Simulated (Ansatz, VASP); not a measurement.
# One calculation of Re3B, two programs

```
Re B
1.0
     1.43265   -4.64037    0.00000
     1.43265    4.64037    0.00000
     0.00000    0.00000    7.23774
Re B
6 2
Direct
  0.57564 0.42436 0.25000
  0.42436 0.57564 0.75000
  0.86697 0.13303 0.06513
  0.13303 0.86697 0.56513
  0.13303 0.86697 0.93487
  0.86697 0.13303 0.43487
  0.25452 0.74548 0.25000
  0.74548 0.25452 0.75000
```

Alike in both runs: functional LDA; k mesh 12 × 12 × 6; occupations gaussian, width 0.1 eV; no spin polarisation.

Ansatz relaxed the structure, and its values are those at the end. VASP's run is a single point on that final structure, the one shown.

```csv
,VASP,Ansatz
version,VASP 6.6.1,Ansatz 0.2.0
potentials or method,"VASP PAW LDA potentials, release 64 (Re, B), cutoff 520 eV","scalar-relativistic, plane waves, PAW"
valence electrons in the cell,48,96
```

|  | VASP | Ansatz | Ansatz less VASP |
| --- | --- | --- | --- |
| gap on the k mesh at the Fermi level (eV) | none | none | - |
| pressure (GPa) | 2.4 | 0.0 | -2.46 |
| rms of the force components (eV/Å) | 0.035 | 0.001 | -0.0339 |

LDA's correlation is that of Perdew and Zunger in VASP and of Perdew and Wang (1992) in Ansatz. A gap of «none» marks a metal or a gap that the smearing closes. VASP's potentials hold 48 valence electrons a cell and Ansatz's 96, so a difference there can come from the potentials and not from the codes.

Spin-orbit coupling is off throughout.
